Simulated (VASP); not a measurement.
The system is NiO.

```
CELL_PARAMETERS angstrom
0.00000 2.13374 2.13374
2.13374 0.00000 2.13374
2.13374 2.13374 0.00000
ATOMIC_POSITIONS crystal
Ni 0.00000 0.00000 0.00000
O 0.50000 0.50000 0.50000
```

* Program: VASP 6.6.1
* Task: relaxation of cell and atoms
* Functional: PBE
* Potentials or basis: VASP PAW PBE potentials, release 64 (Ni, O)
* Cutoff: 600 eV
* k mesh: 12 × 12 × 12
* Occupations: gaussian, width 0.02 eV
* Spin: collinear spin, ferromagnetic start
* Starting moments: [1.91, 0.21] μB
* Hubbard terms: Ni d U = 6.2 eV

At the start: pressure -8.4 GPa; volume 9.71 Å³/atom.

Question: Where does the relaxation end?

Answer: Over 3 steps the energy falls by 13.3 meV/atom and the volume is 9.23 Å³/atom (-5.0 %); space group Fm-3m (No. 225, to 0.05 Å); moment 2.00 μB per cell.

The path:
| step | energy change (eV) | largest force (eV/Å) | pressure (GPa) | volume (Å³) |
| --- | --- | --- | --- | --- |
| 1 | 0.0000 | 0.0000 | -8.45 | 19.43 |
| 2 | -0.0207 | 0.0000 | 4.52 | 18.02 |
| 3 | -0.0266 | 0.0000 | 0.00 | 18.46 |

Final structure:
```yaml
crystal:
  lattice:
    - [0.00000, 2.09757, 2.09757]
    - [2.09757, 0.00000, 2.09757]
    - [2.09757, 2.09757, 0.00000]
  atoms:
    - { symbol: Ni, position: [0.00000, 0.00000, 0.00000] }
    - { symbol: O, position: [0.50000, 0.50000, 0.50000] }
```

Caveat: a cell with one magnetic atom can't hold antiferromagnetic order, which such compounds often take.
